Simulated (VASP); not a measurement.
Here is a VASP 6.6.1 calculation.

The input INCAR:

```
PREC = Accurate
ENCUT = 500
EDIFF = 1E-6
ISMEAR = 0
SIGMA = 0.1
LREAL = False
LASPH = True
NELM = 120
ALGO = Normal
ISIF = 2
LWAVE = False
LCHARG = False
GGA = PE
NBANDS = 17
GGA_COMPAT = False
```

File KPOINTS:

```
regular mesh
0
Gamma
  14 14 14
```

File POSCAR:

```
MoSe
1.0
    0.0000000000      2.6944190825      2.6944190825
    2.6944190825      0.0000000000      2.6944190825
    2.6944190825      2.6944190825      0.0000000000
Mo Se
1 1
Direct
    0.0000000000      0.0000000000      0.0000000000
    0.5000000000      0.5000000000      0.5000000000
```

Potentials or basis: VASP PAW PBE potentials, release 64 (Mo_sv, Se).

Run with:

```bash
$ cat potpaw_PBE.64/Mo_sv/POTCAR potpaw_PBE.64/Se/POTCAR > POTCAR
$ mpirun -np 1 vasp_std > vasp.out
```

Estimate the pressure.

-10.4 GPa.

Predict the band gap on the k mesh.

zero (band 10 reaches 8.60 eV, above the bottom of band 11 at 6.73 eV).
